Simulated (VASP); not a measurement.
Wanted: the native input for a VASP 6.6.1 run.

- Task: single point
- Functional: PBE
- Dispersion: D3(BJ)
- Potentials or basis: VASP PAW PBE potentials, release 64 (C, N)
- Cutoff: 520 eV
- k mesh: 8 × 7 × 1
- Occupations: gaussian, width 0.05 eV
- Spin: no spin polarisation
- Dipole correction: yes
- Further INCAR settings: ALGO = Normal; EDIFF = 1e-06; NBANDS = 37

The structure of C5N lies in POSCAR:

```
C5N
1.0
    3.6473242087      0.0000000000      0.0000000000
   -1.6658829526      3.9310150920      0.0000000000
    0.0000000000      0.0000000000     23.1309581756
C N
10 2
Direct
    0.5001799340      0.3333933113      0.1729284178
    0.4998200660      0.6666066887      0.1729284178
    0.5001799340      0.8333933113      0.2262110668
    0.4998200660      0.1666066887      0.2262110668
    0.5000212336      0.3353169660      0.2794744906
    0.4999787664      0.6646830340      0.2794744906
    0.5001286265      0.8366480411      0.3329734377
    0.4998713735      0.1633519589      0.3329734377
    0.4997623706      0.3544335280      0.3817809063
    0.5002376294      0.6455664720      0.3817809063
    1.2497623706      0.6044335280      0.5201236405
    1.2497623706      0.6044335280      0.5676789554
```

One way to write it, as run:

INCAR

```
PREC = Accurate
ENCUT = 520
EDIFF = 1E-6
ISMEAR = 0
SIGMA = 0.05
LREAL = F
LASPH = T
NELM = 60
ALGO = Normal
ISIF = 2
LWAVE = F
LCHARG = F
LDIPOL = T
IDIPOL = 3
DIPOL = 0.5 0.5 0.323
GGA = PE
IVDW = 12
NBANDS = 37
```

KPOINTS

```
regular mesh
0
Gamma
  8 7 1
```

Potentials or basis: VASP PAW PBE potentials, release 64 (C, N).

Launch:

```bash
$ cat potpaw_PBE.64/C/POTCAR potpaw_PBE.64/N/POTCAR > POTCAR
$ mpirun -np 1 vasp_std > vasp.out
```

Results of the run:

| Property | Result |
| --- | --- |
| Largest force | 6.779 eV/Å |
| Band gap on the k mesh | zero (bands 25 and 26 overlap by 0.74 eV) |
| Dispersion energy per atom | -0.106 eV |

Caveat: the standard files for N, O and F lose accuracy on very short bonds.

Run time: 6.6 min on 1 thread of AMD EPYC 9R45 96-Core Processor (Zen 5), on a shared host, peak memory 0.52 GiB.
